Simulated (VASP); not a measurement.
# LaRe (P4mm) in VASP: single point with r2SCAN

Aim: the single point of LaRe with r2SCAN.

Program: VASP 6.6.1. These are calculated values, not measurements. Logs are shortened: lines on timing, memory, paths and dates and some standing lists are left out, and cuts for length are marked.

### 1 The cell of the first run

Symmetry: P4mm, No. 99, tetragonal system. Conventional cell: a = 3.573 Å, b = 3.573 Å, c = 3.573 Å, α = 90.00°, β = 90.00°, γ = 90.00°. Within 3.9 Å of La (site symmetry 4mm) lie 8 Re at 2.98 to 3.21 Å and 6 La at 3.57 Å. Re (site symmetry 4mm) has 8 La at 2.98 to 3.21 Å and 6 Re at 3.57 Å within 3.9 Å.

### 2 Single point, r2SCAN (atom 2 (Re) moved 0.2 Å along z)

File POSCAR:

```
LaRe
1.0
    3.5733472286      0.0000000000      0.0000000000
    0.0000000000      3.5733472286      0.0000000000
    0.0000000000      0.0000000000      3.5733472286
La Re
1 1
Direct
    0.0000000000      0.0000000000      0.0000000000
    0.5000000000      0.5000000000      0.5559699316
```

File INCAR.step1:

```
SYSTEM = LaRe
ALGO = Normal ; EDIFF = 1E-4
ENCUT = 520 ; GGA = PE
ISMEAR = 0 ; LASPH = .TRUE.
LCHARG = .FALSE. ; LREAL = .FALSE.
LWAVE = .TRUE. ; NBANDS = 16
NELM = 100 ; PREC = Accurate
SIGMA = 0.05
```

File INCAR.step2:

```
SYSTEM = LaRe
ALGO = Normal ; EDIFF = 1E-7
ENCUT = 520 ; ISIF = 2
ISMEAR = 0 ; ISTART = 1
LASPH = .TRUE. ; LCHARG = .TRUE.
LELF = .TRUE. ; LMIXTAU = .TRUE.
LREAL = .FALSE. ; LVHAR = .TRUE.
LWAVE = .FALSE. ; METAGGA = R2SCAN
NBANDS = 16 ; NELM = 100
PREC = Accurate ; SIGMA = 0.05
```

File KPOINTS:

```
k-points
0
G
  10 10 10
  0 0 0
```

Potentials or basis: VASP PAW PBE potentials, release 64 (La, Re).

Run with:

```bash
$ cat potpaw_PBE.64/La/POTCAR potpaw_PBE.64/Re/POTCAR > POTCAR
$ cp INCAR.step1 INCAR
$ mpirun -np 1 vasp_std > vasp.out
$ cp INCAR.step2 INCAR
$ mpirun -np 1 vasp_std > vasp.out
```

OUTCAR:

```text
SYSTEM = LaRe
   EDIFF = 1E-7
   ENCUT = 520
   ISIF = 2
   ISMEAR = 0
   ISTART = 1
   LASPH = .TRUE.
   LREAL = .FALSE.
   METAGGA = R2SCAN
   NELM = 100
   PREC = Accurate

 ion  position               nearest neighbor table
   1  0.000  0.000  0.000-   2 2.98   2 2.98   2 2.98   2 2.98   2 3.21   2 3.21   2 3.21   2 3.21

   2  0.500  0.500  0.556-   1 2.98   1 2.98   1 2.98   1 2.98   1 3.21   1 3.21   1 3.21   1 3.21

  LATTYP: Found a simple cubic cell.
 ALAT       =     3.5733472286

  Lattice vectors:

 A1 = (   3.5733472286,   0.0000000000,   0.0000000000)
 A2 = (   0.0000000000,   3.5733472286,   0.0000000000)
 A3 = (   0.0000000000,   0.0000000000,   3.5733472286)

Analysis of symmetry for initial positions (statically):
=====================================================================
 Subroutine PRICEL returns:
 Original cell was already a primitive cell.

 Routine SETGRP: Setting up the symmetry group for a
 simple cubic supercell.

 Subroutine GETGRP returns: Found  8 space group operations
 (whereof  8 operations were pure point group operations)
 out of a pool of 48 trial point group operations.

The static configuration has the point symmetry C_4v.

Analysis of symmetry for dynamics (positions and initial velocities):
=====================================================================
 Subroutine PRICEL returns:
 Original cell was already a primitive cell.

 Routine SETGRP: Setting up the symmetry group for a
 simple cubic supercell.

 Subroutine GETGRP returns: Found  8 space group operations
 (whereof  8 operations were pure point group operations)
 out of a pool of 48 trial point group operations.

The dynamic configuration has the point symmetry C_4v.

 Subroutine INISYM returns: Found  8 space group operations
 (whereof  8 operations are pure point group operations),
 and found     1 'primitive' translations

----------------------------------------------------------------------------------------

                                     Primitive cell

  volume of cell :      45.6274

  direct lattice vectors                    reciprocal lattice vectors
     3.573347229  0.000000000  0.000000000     0.279849658  0.000000000  0.000000000
     0.000000000  3.573347229  0.000000000     0.000000000  0.279849658  0.000000000
     0.000000000  0.000000000  3.573347229     0.000000000  0.000000000  0.279849658

  length of vectors
     3.573347229  3.573347229  3.573347229     0.279849658  0.279849658  0.279849658

  position of ions in fractional coordinates (direct lattice)
     0.000000000  0.000000000  0.000000000
     0.500000000  0.500000000  0.555969932

  ion indices of the primitive-cell ions
   primitive index   ion index
                 1           1
                 2           2

----------------------------------------------------------------------------------------

 KPOINTS: k-points

Automatic generation of k-mesh.
 Grid dimensions read from file:
 generate k-points for:   10   10   10

 Generating k-lattice:

  Cartesian coordinates                     Fractional coordinates (reciprocal lattice)
     0.027984966  0.000000000  0.000000000     0.100000000  0.000000000  0.000000000
     0.000000000  0.027984966  0.000000000     0.000000000  0.100000000  0.000000000
     0.000000000  0.000000000  0.027984966     0.000000000  0.000000000  0.100000000

  Length of vectors
     0.027984966  0.027984966  0.027984966

  Shift w.r.t. Gamma in fractional coordinates (k-lattice)
     0.000000000  0.000000000  0.000000000

 Subroutine IBZKPT returns following result:
 ===========================================

 Found    126 irreducible k-points:

 Following reciprocal coordinates:
            Coordinates               Weight
  0.000000  0.000000  0.000000      1.000000
  0.100000  0.000000  0.000000      4.000000
  0.000000  0.000000  0.100000      2.000000
  0.200000  0.000000  0.000000      4.000000
  0.000000  0.000000  0.200000      2.000000
  0.300000  0.000000  0.000000      4.000000
[... 16 lines left out ...]
  0.500000  0.100000  0.000000      4.000000
  0.000000  0.500000  0.100000      4.000000
 [... further k-points ...]
   k-points           NKPTS =    126   k-points in BZ     NKDIM =    126   number of bands    NBANDS=     16
   number of dos      NEDOS =    301   number of ions     NIONS =      2
   total plane-waves  NPLWV =  21952
   dimension x,y,z NGX =    28 NGY =   28 NGZ =   28
   dimension x,y,z NGXF=    56 NGYF=   56 NGZF=   56
   ions per type =               1   1
   NGX,Y,Z   is equivalent  to a cutoff of  13.03, 13.03, 13.03 a.u.
   NGXF,Y,Z  is equivalent  to a cutoff of  26.05, 26.05, 26.05 a.u.
 SYSTEM =  LaRe
   PREC   = accura    normal or accurate (medium, high low for compatibility)
   ISTART =      1    job   : 0-new  1-cont  2-samecut
   ICHARG =      0    charge: 1-file 2-atom 10-const
   ISPIN  =      1    spin polarized calculation?
   LNONCOLLINEAR =      F non collinear calculations
   LSORBIT =      F    spin-orbit coupling
   LASPH  =      T    aspherical Exc in radial PAW
   ENCUT  =  520.0 eV  38.22 Ry    6.18 a.u.   6.64  6.64  6.64*2*pi/ulx,y,z
   NELM   =    100;   NELMIN=  2; NELMDL=  0     # of ELM steps
   EDIFF  = 0.1E-06   stopping-criterion for ELM
   LREAL  =      F    real-space projection
   EDIFFG = 0.1E-05   stopping-criterion for IOM
   NSW    =      0    number of steps for IOM
   IBRION =     -1    ionic relax: 0-MD 1-quasi-New 2-CG
   NFREE  =      0    steps in history (QN), initial steepest desc. (CG)
   ISIF   =      2    stress and relaxation
   ISYM   =      2    0-nonsym 1-usesym 2-fastsym
   POTIM  = 0.5000    time-step for ionic-motion
   TEBEG  =    0.0;   TEEND  =   0.0 temperature during run
   PSTRESS=    0.0 pullay stress
   NELECT =      18.0000    total number of electrons
   NUPDOWN=      -1.0000    fix difference up-down
   EMIN   =  10.00;   EMAX   =-10.00  energy-range for DOS
   EFERMI =   0.00;   METHOD = LEGACY
   ISMEAR =     0;   SIGMA  =   0.05  broadening in eV -4-tet -1-fermi 0-gaus
   EFERMI_NEDOS =   21; number of points for ismear=-14 and -15
   IALGO  =     38    algorithm
   IMIX   =      4    mixing-type and parameters
     AMIX     =   0.40;   BMIX     =  1.00
     AMIX_MAG =   1.60;   BMIX_MAG =  1.00
  volume/ion in A,a.u.               =      22.81       153.95
  Fermi-wavevector in a.u.,A,eV,Ry     =   1.200670  2.268938 19.614285  1.441609
  Thomas-Fermi vector in A             =   2.336500
   LORBIT       =      0    0 simple, 1 ext, 2 COOP (PROOUT), +10 PAW based schemes
   METAGGA = R2SCAN    functional components
   LHFCALC =     F    Hartree Fock is set to
   AEXX    =    0.0000 exact exchange contribution
   IVDW    =     0    specifies the selected vdW correction
   LEPSILON=     F    determine dielectric tensor
   LRPA    =     F    only Hartree local field effects (RPA)
 non-spin polarized calculation
 Gauss-broadening in eV      SIGMA  =   0.05
  energy-cutoff  :      520.00
  volume of cell :       45.63
 maximum number of plane-waves:      1248
 NGX is ok and might be reduce to    28
   NGX = 13   NGY = 13   NGZ = 13

 number of electron      18.0000000 magnetization

 Free energy of the ion-electron system (eV)
  ---------------------------------------------------
  ext. energy  EPLUGINS =         0.00000000
  ---------------------------------------------------
  free energy    TOTEN  =       -80.41782896 eV

  energy without entropy =      -80.41325206  energy(sigma->0) =      -80.41554051

 E-fermi :   8.2646     XC(G=0): -12.3459

 val. band max:        8.2592724839   @ k =   0.0000   0.4000   0.1000
 cond. band min:       8.2677694688   @ k =   0.1000   0.2000   0.2000
 fundamental gap:      0.0084969849
 Fermi energy:         8.2645930054

 k-point     1 :       0.0000    0.0000    0.0000
  band No.  band energies     occupation
      1     -24.1445      2.00000
      2      -7.0220      2.00000
      3      -7.0220      2.00000
      4      -7.0214      2.00000
      5       3.1454      2.00000
      6       4.9727      2.00000
[... 8 lines left out ...]
     15      12.3001      0.00000
     16      12.3001      0.00000

 k-point     2 :       0.1000    0.0000    0.0000
  band No.  band energies     occupation
      1     -24.1304      2.00000
      2      -7.1843      2.00000
      3      -7.0171      2.00000
      4      -7.0138      2.00000
      5       3.4000      2.00000
      6       5.1294      2.00000
[... 8 lines left out ...]
     15      12.2804      0.00000
     16      12.2964      0.00000

 k-point     3 :       0.0000    0.0000    0.1000
  band No.  band energies     occupation
      1     -24.1306      2.00000
      2      -7.1812      2.00000
      3      -7.0163      2.00000
      4      -7.0163      2.00000
      5       3.3956      2.00000
      6       5.0510      2.00000
[... 8 lines left out ...]
     15      12.3189      0.00000
     16      12.3189      0.00000

 k-point     4 :       0.2000    0.0000    0.0000
  band No.  band energies     occupation
      1     -24.0931      2.00000
      2      -7.5804      2.00000
      3      -7.0040      2.00000
      4      -6.9946      2.00000
      5       4.0810      2.00000
      6       5.3737      2.00000
[... 8 lines left out ...]
     15      12.3825      0.00000
     16      12.4014      0.00000

 k-point     5 :       0.0000    0.0000    0.2000
  band No.  band energies     occupation
      1     -24.0938      2.00000
      2      -7.5722      2.00000
      3      -7.0012      2.00000
      4      -7.0012      2.00000
      5       4.0684      2.00000
      6       5.2757      2.00000
[... 8 lines left out ...]
     15      12.4625      0.00000
     16      12.4625      0.00000

 k-point     6 :       0.3000    0.0000    0.0000
  band No.  band energies     occupation
      1     -24.0463      2.00000
      2      -8.0248      2.00000
      3      -6.9880      2.00000
      4      -6.9708      2.00000
      5       5.0303      2.00000
      6       5.6885      2.00000
[... 8 lines left out ...]
     15      12.5359      0.00000
     16      12.5643      0.00000

 k-point     7 :       0.0000    0.0000    0.3000
  band No.  band energies     occupation
      1     -24.0477      2.00000
      2      -8.0117      2.00000
      3      -6.9825      2.00000
      4      -6.9825      2.00000
      5       5.0115      2.00000
      6       5.6079      2.00000
[... 8 lines left out ...]
     15      12.5954      0.00000
     16      12.6191      0.00000

 k-point     8 :       0.4000    0.0000    0.0000
  band No.  band energies     occupation
      1     -24.0079      2.00000
      2      -8.3561      2.00000
      3      -6.9750      2.00000
      4      -6.9516      2.00000
      5       6.0264      2.00000
      6       6.0658      2.00000
[... 8 lines left out ...]
     15      12.6529      0.00000
     16      12.6906      0.00000

 k-point     9 :       0.0000    0.0000    0.4000
  band No.  band energies     occupation
      1     -24.0098      2.00000
      2      -8.3396      2.00000
      3      -6.9674      2.00000
      4      -6.9674      2.00000
      5       5.9505      2.00000
      6       6.0353      2.00000
[... 8 lines left out ...]
     15      12.5813      0.00000
     16      12.7230      0.00000
[... 172 lines left out ...]
 k-point    19 :       0.1000    0.0000    0.3000
  band No.  band energies     occupation
      1     -24.0358      2.00000
      2      -7.9859      2.00000
      3      -7.1136      2.00000
      4      -6.9697      2.00000
      5       5.0825      2.00000
      6       5.7168      2.00000
[... 8 lines left out ...]
     15      12.4835      0.00000
     16      12.6277      0.00000

 k-point    20 :       0.4000    0.1000    0.0000
  band No.  band energies     occupation
      1     -23.9971      2.00000
      2      -8.3231      2.00000
      3      -7.0965      2.00000
      4      -6.9361      2.00000
      5       5.8363      2.00000
      6       6.1827      2.00000
[... 8 lines left out ...]
     15      12.6241      0.00000
     16      12.7203      0.00000

 k-point    21 :       0.0000    0.4000    0.1000
  band No.  band energies     occupation
      1     -23.9970      2.00000
      2      -8.3236      2.00000
      3      -7.0734      2.00000
      4      -6.9584      2.00000
      5       5.8132      2.00000
      6       6.2460      2.00000
[... 8 lines left out ...]
     15      12.6706      0.00000
     16      12.6725      0.00000

 k-point    22 :       0.1000    0.0000    0.4000
  band No.  band energies     occupation
      1     -23.9988      2.00000
      2      -8.3064      2.00000
      3      -7.0901      2.00000
      4      -6.9515      2.00000
      5       5.8414      2.00000
      6       6.1186      2.00000
[... 8 lines left out ...]
     15      12.5599      0.00000
     16      12.7292      0.00000

 k-point    23 :       0.5000    0.1000    0.0000
  band No.  band energies     occupation
      1     -23.9827      2.00000
      2      -8.4414      2.00000
      3      -7.0882      2.00000
      4      -6.9278      2.00000
      5       6.0632      2.00000
      6       6.6420      2.00000
[... 8 lines left out ...]
     15      12.6956      0.00000
     16      12.7445      0.00000

 k-point    24 :       0.0000    0.5000    0.1000
  band No.  band energies     occupation
      1     -23.9826      2.00000
      2      -8.4420      2.00000
      3      -7.0629      2.00000
      4      -6.9523      2.00000
      5       6.0494      2.00000
      6       6.6889      2.00000
[... 8 lines left out ...]
     15      12.7153      0.00000
     16      12.7355      0.00000

 [... further k-points ...]

------------------------ aborting loop because EDIFF is reached ----------------------------------------

  FORCE on cell =-STRESS in cart. coord.  units (eV):
  Direction    XX          YY          ZZ          XY          YZ          ZX
  --------------------------------------------------------------------------------------
  -------------------------------------------------------------------------------------
  Total        0.2198376      0.2198376     -0.1350136      0.0000000      0.0000000     -0.0000000
  in kB        7.7194583      7.7194583     -4.7409185      0.0000000      0.0000000     -0.0000000
  external PRESSURE =       3.5659994 kB  Pullay stress =       0.0000000 kB

 VOLUME and BASIS-vectors are now :
 -----------------------------------------------------------------------------
  energy-cutoff  :      520.00
  volume of cell :       45.63
      direct lattice vectors                 reciprocal lattice vectors
     3.573347229  0.000000000  0.000000000     0.279849658  0.000000000  0.000000000
     0.000000000  3.573347229  0.000000000     0.000000000  0.279849658  0.000000000
     0.000000000  0.000000000  3.573347229     0.000000000  0.000000000  0.279849658

 POSITION                                       TOTAL-FORCE (eV/Angst)
 -----------------------------------------------------------------------------------
      0.00000      0.00000      0.00000        -0.000000      0.000000      0.755117
      1.78667      1.78667      1.98667         0.000000     -0.000000     -0.755117
 -----------------------------------------------------------------------------------
    total drift:                                0.000000     -0.000000     -0.001027

  FREE ENERGIE OF THE ION-ELECTRON SYSTEM (eV)
  ---------------------------------------------------
  free  energy   TOTEN  =       -80.4178289580 eV

  energy  without entropy=      -80.4132520635  energy(sigma->0) =      -80.41554051
```

Run time: 8.8 min. Hardware: 1 thread of AMD EPYC 7R43 (Zen 3), shared host; peak memory 0.25 GiB.

What came out:

```yaml
Free_energy: -80.4178 eV
Pressure: 0.4 GPa
Largest_force: 0.755 eV/Å
Band_gap_on_the_k_mesh: zero (bands 9 and 10 overlap by 2.15 eV)
```

Forces on the atoms (eV/Å):
```
La   0.000  0.000  0.755
Re   0.000  0.000 -0.755
```

Caveat: the cell differs from its parent crystal (atom 2 (Re) moved 0.2 Å along z); the PAW data sets were made with another functional, which shifts forces and pressure a little; spin-orbit coupling is left out, which moves the levels of the heavy elements.
